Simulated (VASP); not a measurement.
# Al (Fm-3m) in VASP: notebook

Al is run at these levels: PBE-based screened hybrid; tasks: single point.

Everything below comes from runs of VASP 6.6.1. Logs are shortened: lines on timing, memory, paths and dates and some standing lists are left out, and cuts for length are marked.

### 1 The cell of the first run

It takes space group Fm-3m (No. 225, cubic). Conventional cell: a = 4.022 Å, b = 4.022 Å, c = 4.022 Å, α = 90.00°, β = 90.00°, γ = 90.00°. Within 3.7 Å of Al (site symmetry m-3m) lie 12 Al at 2.84 Å.

### 2 Single point, PBE-based screened hybrid

Input file POSCAR:

```
Al
1.0
    0.0000000000      2.0112152952      2.0112152952
    2.0112152952      0.0000000000      2.0112152952
    2.0112152952      2.0112152952      0.0000000000
Al
1
Direct
    0.0000000000      0.0000000000      0.0000000000
```

Input file INCAR.step1:

```
SYSTEM = Al
PREC = Accurate
ENCUT = 520
EDIFF = 1E-5
ISMEAR = -1
SIGMA = 0.05
LREAL = .False.
LASPH = .True.
NELM = 80
ALGO = Normal
ISIF = 2
LWAVE = .True.
LCHARG = .False.
GGA = PE
NBANDS = 8
```

Input file INCAR.step2:

```
SYSTEM = Al
PREC = Accurate
ENCUT = 520
EDIFF = 1E-6
ISMEAR = -1
SIGMA = 0.05
LREAL = .False.
LASPH = .True.
NELM = 80
ALGO = Normal
ISIF = 2
LWAVE = .False.
LCHARG = .False.
GGA = PE
LHFCALC = .True.
AEXX = 0.25
HFSCREEN = 0.3
PRECFOCK = Normal
ISTART = 1
NBANDS = 8
```

Input file KPOINTS:

```
Automatic mesh
0
Gamma
  6 6 6
  0 0 0
```

Potentials or basis: VASP PAW PBE potentials, release 64 (Al).

The run is started by

```
cat potpaw_PBE.64/Al/POTCAR > POTCAR
cp INCAR.step1 INCAR
mpirun -np 1 vasp_std > vasp.out
cp INCAR.step2 INCAR
mpirun -np 1 vasp_std > vasp.out
```

OUTCAR:

```text
SYSTEM = Al
   PREC = Accurate
   ENCUT = 520
   EDIFF = 1E-6
   ISMEAR = -1
   LREAL = .False.
   LASPH = .True.
   NELM = 80
   ISIF = 2
   GGA = PE
   LHFCALC = .True.
   AEXX = 0.25
   HFSCREEN = 0.3
   PRECFOCK = Normal
   ISTART = 1

 ion  position               nearest neighbor table
   1  0.000  0.000  0.000-

  LATTYP: Found a face centered cubic cell.
 ALAT       =     4.0224305904

  Lattice vectors:

 A1 = (   0.0000000000,   2.0112152952,   2.0112152952)
 A2 = (   2.0112152952,   0.0000000000,   2.0112152952)
 A3 = (   2.0112152952,   2.0112152952,   0.0000000000)

Analysis of symmetry for initial positions (statically):
=====================================================================
 Subroutine PRICEL returns:
 Original cell was already a primitive cell.

 Routine SETGRP: Setting up the symmetry group for a
 face centered cubic supercell.

 Subroutine GETGRP returns: Found 48 space group operations
[... 9 lines left out ...]

 Routine SETGRP: Setting up the symmetry group for a
 face centered cubic supercell.

 Subroutine GETGRP returns: Found 48 space group operations
 (whereof 48 operations were pure point group operations)
 out of a pool of 48 trial point group operations.

The dynamic configuration has the point symmetry O_h .

 Subroutine INISYM returns: Found 48 space group operations
 (whereof 48 operations are pure point group operations),
 and found     1 'primitive' translations

----------------------------------------------------------------------------------------

                                     Primitive cell

  volume of cell :      16.2707

  direct lattice vectors                    reciprocal lattice vectors
     0.000000000  2.011215295  2.011215295    -0.248605906  0.248605906  0.248605906
     2.011215295  0.000000000  2.011215295     0.248605906 -0.248605906  0.248605906
     2.011215295  2.011215295  0.000000000     0.248605906  0.248605906 -0.248605906

  length of vectors
     2.844287947  2.844287947  2.844287947     0.430598060  0.430598060  0.430598060

  position of ions in fractional coordinates (direct lattice)
     0.000000000  0.000000000  0.000000000

  ion indices of the primitive-cell ions
   primitive index   ion index
                 1           1

----------------------------------------------------------------------------------------

 KPOINTS: Automatic mesh

Automatic generation of k-mesh.
 Grid dimensions read from file:
 generate k-points for:    6    6    6

 Generating k-lattice:

  Cartesian coordinates                     Fractional coordinates (reciprocal lattice)
    -0.041434318  0.041434318  0.041434318     0.166666667  0.000000000  0.000000000
     0.041434318 -0.041434318  0.041434318     0.000000000  0.166666667  0.000000000
     0.041434318  0.041434318 -0.041434318     0.000000000  0.000000000  0.166666667

  Length of vectors
     0.071766343  0.071766343  0.071766343

  Shift w.r.t. Gamma in fractional coordinates (k-lattice)
     0.000000000  0.000000000  0.000000000

 Subroutine IBZKPT returns following result:
 ===========================================

 Found     16 irreducible k-points:

 Following reciprocal coordinates:
            Coordinates               Weight
  0.000000  0.000000  0.000000      1.000000
  0.166667  0.000000  0.000000      8.000000
  0.333333  0.000000  0.000000      8.000000
  0.500000  0.000000  0.000000      4.000000
  0.166667  0.166667  0.000000      6.000000
  0.333333  0.166667  0.000000     24.000000
[... 8 lines left out ...]
 -0.333333  0.333333  0.166667     24.000000
 -0.333333  0.500000  0.166667     12.000000
   k-points           NKPTS =     16   k-points in BZ     NKDIM =    216   number of bands    NBANDS=      8
   number of dos      NEDOS =    301   number of ions     NIONS =      1
   total plane-waves  NPLWV =  13824
   dimension x,y,z NGX =    24 NGY =   24 NGZ =   24
   dimension x,y,z NGXF=    48 NGYF=   48 NGZF=   48
   ions per type =               1
   NGX,Y,Z   is equivalent  to a cutoff of  14.03, 14.03, 14.03 a.u.
   NGXF,Y,Z  is equivalent  to a cutoff of  28.06, 28.06, 28.06 a.u.
 SYSTEM =  Al
   PREC   = accura    normal or accurate (medium, high low for compatibility)
   ISTART =      1    job   : 0-new  1-cont  2-samecut
   ICHARG =      0    charge: 1-file 2-atom 10-const
   ISPIN  =      1    spin polarized calculation?
   LNONCOLLINEAR =      F non collinear calculations
   LSORBIT =      F    spin-orbit coupling
   LASPH  =      T    aspherical Exc in radial PAW
   ENCUT  =  520.0 eV  38.22 Ry    6.18 a.u.   5.29  5.29  5.29*2*pi/ulx,y,z
   NELM   =     80;   NELMIN=  2; NELMDL=  0     # of ELM steps
   EDIFF  = 0.1E-05   stopping-criterion for ELM
   LREAL  =      F    real-space projection
   EDIFFG = 0.1E-04   stopping-criterion for IOM
   NSW    =      0    number of steps for IOM
   IBRION =     -1    ionic relax: 0-MD 1-quasi-New 2-CG
   NFREE  =      0    steps in history (QN), initial steepest desc. (CG)
   ISIF   =      2    stress and relaxation
   ISYM   =      3    0-nonsym 1-usesym 2-fastsym
   POTIM  = 0.5000    time-step for ionic-motion
   TEBEG  =    0.0;   TEEND  =   0.0 temperature during run
   PSTRESS=    0.0 pullay stress
   NELECT =       3.0000    total number of electrons
   NUPDOWN=      -1.0000    fix difference up-down
   EMIN   =  10.00;   EMAX   =-10.00  energy-range for DOS
   EFERMI =   0.00;   METHOD = LEGACY
   ISMEAR =    -1;   SIGMA  =   0.05  broadening in eV -4-tet -1-fermi 0-gaus
   EFERMI_NEDOS =   21; number of points for ismear=-14 and -15
   IALGO  =     38    algorithm
   IMIX   =      1    mixing-type and parameters
     AMIX     =   0.40;   BMIX     =  1.00
     AMIX_MAG =   1.60;   BMIX_MAG =  1.00
  volume/ion in A,a.u.               =      16.27       109.80
  Fermi-wavevector in a.u.,A,eV,Ry     =   0.931780  1.760809 11.812767  0.868214
  Thomas-Fermi vector in A             =   2.058309
   LORBIT       =      0    0 simple, 1 ext, 2 COOP (PROOUT), +10 PAW based schemes
   GGA     = PE    functional components
   LHFCALC =     T    Hartree Fock is set to
   PRECFOCK=normal    Normal, Fast or Accurate (Low or Medium for compatibility)
   ENCUT4O =  -1.0   cutoff for four orbital integrals eV
   NKREDX  =     1    reduce k-point grid by
   NKREDY  =     1    reduce k-point grid by
   NKREDZ  =     1    reduce k-point grid by
   AEXX    =    0.2500 exact exchange contribution
   HFSCREEN=    0.3000 screening length (either q_TF or 0.3 A-1)
   HFSCREENC=   0.3000 screening length for correlation (either q_TF or 0.3 A-1)
   ENCUTFOCK=  -1.0 apply spherical cutoff to Coloumb kernel
   IVDW    =     0    specifies the selected vdW correction
   LEPSILON=     F    determine dielectric tensor
   LRPA    =     F    only Hartree local field effects (RPA)
 non-spin polarized calculation
  energy-cutoff  :      520.00
  volume of cell :       16.27
 maximum number of plane-waves:       447
 NGX is ok and might be reduce to    24
  NGX = 16; NGY = 16; NGZ = 16

 number of electron       3.0000000 magnetization

 Free energy of the ion-electron system (eV)
  ---------------------------------------------------
  ext. energy  EPLUGINS =         0.00000000
  ---------------------------------------------------
  free energy    TOTEN  =        -4.08867789 eV

  energy without entropy =       -4.08366109  energy(sigma->0) =       -4.08616949

 E-fermi :   8.6217     XC(G=0):  -8.6086

 val. band max:        7.4844976883   @ k =  -0.3333   0.5000   0.1667
 cond. band min:       8.6586947826   @ k =  -0.3333   0.3333   0.0000
 fundamental gap:      1.1741970943
 Fermi energy:         8.6216602224

 k-point     1 :       0.0000    0.0000    0.0000
  band No.  band energies     occupation
      1      -4.4495      2.00000
      2      21.7678      0.00000
      3      21.7678      0.00000
      4      21.7678      0.00000
      5      23.3893      0.00000
      6      23.3893      0.00000
      7      23.3893      0.00000
      8      25.5258      0.00000

 k-point     2 :       0.1667    0.0000    0.0000
  band No.  band energies     occupation
      1      -3.5981      2.00000
      2      15.4179      0.00000
      3      20.4487      0.00000
      4      20.4487      0.00000
      5      23.7561      0.00000
      6      25.4173      0.00000
      7      25.4173      0.00000
      8      26.5817      0.00000

 k-point     3 :       0.3333    0.0000    0.0000
  band No.  band energies     occupation
      1      -1.0596      2.00000
      2       8.7124      0.28006
      3      19.8375      0.00000
      4      19.8375      0.00000
      5      22.5656      0.00000
      6      22.5656      0.00000
      7      23.4557      0.00000
      8      26.5752      0.00000

 k-point     4 :       0.5000    0.0000    0.0000
  band No.  band energies     occupation
      1       2.9544      2.00000
      2       3.2583      2.00000
      3      20.5217      0.00000
      4      20.5217      0.00000
      5      20.5573      0.00000
      6      20.5573      0.00000
      7      24.1207      0.00000
      8      24.6157      0.00000

 k-point     5 :       0.1667    0.1667    0.0000
  band No.  band energies     occupation
      1      -3.3148      2.00000
      2      17.9791      0.00000
      3      17.9791      0.00000
      4      18.0584      0.00000
      5      21.4442      0.00000
      6      21.6012      0.00000
      7      28.5980      0.00000
      8      28.5980      0.00000
[... 89 lines left out ...]
 k-point    14 :       0.5000    0.3333    0.1667
  band No.  band energies     occupation
      1       1.1690      2.00000
      2      10.0295      0.00000
      3      11.6837      0.00000
      4      14.0869      0.00000
      5      21.9495      0.00000
      6      23.7241      0.00000
      7      25.7458      0.00000
      8      32.7011      0.00000

 k-point    15 :      -0.3333    0.3333    0.1667
  band No.  band energies     occupation
      1       5.0647      2.00000
      2       5.4133      2.00000
      3      11.4552      0.00000
      4      12.1770      0.00000
      5      23.2322      0.00000
      6      23.7315      0.00000
      7      28.3800      0.00000
      8      29.5714      0.00000

 k-point    16 :      -0.3333    0.5000    0.1667
  band No.  band energies     occupation
      1       5.8721      2.00000
      2       7.4845      2.00000
      3       9.0062      0.00091
      4      10.8362      0.00000
      5      21.0169      0.00000
      6      23.0059      0.00000
      7      29.4896      0.00000
      8      30.6269      0.00000

------------------------ aborting loop because EDIFF is reached ----------------------------------------

  FORCE on cell =-STRESS in cart. coord.  units (eV):
  Direction    XX          YY          ZZ          XY          YZ          ZX
  --------------------------------------------------------------------------------------
  -------------------------------------------------------------------------------------
  Total        0.0872076      0.0872076      0.0872076     -0.0000000      0.0000000     -0.0000000
  in kB        8.5873548      8.5873548      8.5873548     -0.0000000      0.0000000     -0.0000000
  external PRESSURE =       8.5873548 kB  Pullay stress =       0.0000000 kB

 VOLUME and BASIS-vectors are now :
 -----------------------------------------------------------------------------
  energy-cutoff  :      520.00
  volume of cell :       16.27
      direct lattice vectors                 reciprocal lattice vectors
     0.000000000  2.011215295  2.011215295    -0.248605906  0.248605906  0.248605906
     2.011215295  0.000000000  2.011215295     0.248605906 -0.248605906  0.248605906
     2.011215295  2.011215295  0.000000000     0.248605906  0.248605906 -0.248605906

 POSITION                                       TOTAL-FORCE (eV/Angst)
 -----------------------------------------------------------------------------------
      0.00000      0.00000      0.00000         0.000000     -0.000000      0.000000
 -----------------------------------------------------------------------------------
    total drift:                               -0.000012     -0.000014     -0.000014

  FREE ENERGIE OF THE ION-ELECTRON SYSTEM (eV)
  ---------------------------------------------------
  free  energy   TOTEN  =        -4.0886778948 eV

  energy  without entropy=       -4.0836610897  energy(sigma->0) =       -4.08616949
```

It took 92 s on 1 thread of AMD EPYC 7R43 (Zen 3), shared host; peak memory 0.19 GiB.

Results:

```
Free energy : -4.0887 eV
Pressure    : 0.9 GPa
```

Levels at points of the mesh, in eV from the Fermi level:
```tsv
k point	band 1	band 2	band 3	band 4	band 5
(0.00, 0.00, 0.00)	-13.07	13.15	13.15	13.15	14.77
(0.50, 0.00, 0.00)	-5.67	-5.36	11.90	11.90	11.94
(0.50, 0.50, 0.00)	-3.80	-2.18	5.27	5.71	5.71
```

Caveat: the k points lie up to 0.45 Å⁻¹ apart; the PAW data sets were made with another functional, which shifts forces and pressure a little.

### 3 Single point, PBE-based screened hybrid

This run uses another cell than the first one, of 16.93 Å³/atom, 1.041 times its volume.

Input file POSCAR:

```
Al
1.0
    0.0000000000      2.0382146954      2.0382146954
    2.0382146954      0.0000000000      2.0382146954
    2.0382146954      2.0382146954      0.0000000000
Al
1
Direct
    0.0000000000      0.0000000000      0.0000000000
```

Input file INCAR.step1:

```
SYSTEM = Al
ALGO = Normal
EDIFF = 1E-5
ENCUT = 520
GGA = PE
ISIF = 2
ISMEAR = -1
LASPH = .True.
LCHARG = .False.
LREAL = .False.
LWAVE = .True.
NBANDS = 8
NELM = 80
PREC = Accurate
SIGMA = 0.05
```

Input file INCAR.step2:

```
SYSTEM = Al
AEXX = 0.25
ALGO = Normal
EDIFF = 1E-6
ENCUT = 520
GGA = PE
HFSCREEN = 0.3
ISIF = 2
ISMEAR = -1
ISTART = 1
LASPH = .True.
LCHARG = .False.
LHFCALC = .True.
LREAL = .False.
LWAVE = .False.
NBANDS = 8
NELM = 80
PREC = Accurate
PRECFOCK = Normal
SIGMA = 0.05
```

Input file KPOINTS:

```
k-points
0
Gamma
  6 6 6
  0 0 0
```

Potentials or basis: VASP PAW PBE potentials, release 64 (Al).

The run is started by

```
cat potpaw_PBE.64/Al/POTCAR > POTCAR
cp INCAR.step1 INCAR
mpirun -np 1 vasp_std > vasp.out
cp INCAR.step2 INCAR
mpirun -np 1 vasp_std > vasp.out
```

Wall time 2.1 min (1 thread of AMD EPYC 7R43 (Zen 3), shared host); peak memory 0.2 GiB.

Results (log left out):

```
Free energy : -4.0857 eV
Pressure    : -2.2 GPa
```

Levels at points of the mesh, in eV from the Fermi level:
| k point | band 1 | band 2 | band 3 | band 4 |
| --- | --- | --- | --- | --- |
| (0.00, 0.00, 0.00) | -12.70 | 12.97 | 12.97 | 12.97 |
| (0.50, 0.00, 0.00) | -5.42 | -5.24 | 11.56 | 11.56 |
| (0.50, 0.50, 0.00) | -3.63 | -2.12 | 5.32 | 5.57 |

Caveat: the k points lie up to 0.44 Å⁻¹ apart; the PAW data sets were made with another functional, which shifts forces and pressure a little.
